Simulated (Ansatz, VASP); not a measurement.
**BAs: VASP beside Ansatz**

```
B As
1.0
     0.00000    2.38850    2.38850
     2.38850    0.00000    2.38850
     2.38850    2.38850    0.00000
B As
1 1
Cartesian
  0.0000 0.0000 0.0000
  1.1943 1.1943 1.1943
```

Alike in both runs: task relaxation of cell and atoms; functional PBE; dispersion D4; k mesh 8 × 8 × 8; no spin polarisation.

|  | VASP | Ansatz |
| --- | --- | --- |
| version | VASP 6.6.1 | Ansatz 0.2.0 |
| potentials or method | VASP PAW PBE potentials, release 64 (B, As), cutoff 600 eV | plane waves, PAW |
| occupations | gaussian, width 0.01 eV | fixed |
| valence electrons in the cell | 8 | 18 |

VASP gave:

```
relaxed volume (Å³/atom)                                     : 13.53
relaxed cell length with the largest relative difference (Å) : 3.370
```

**Question.** What did Ansatz give for the same quantities?

**Answer.** Relaxed volume (Å³/atom): 13.46; relaxed cell length with the largest relative difference (Å): 3.364.

VASP's potentials hold 8 valence electrons a cell and Ansatz's 18, so a difference there can come from the potentials and not from the codes.
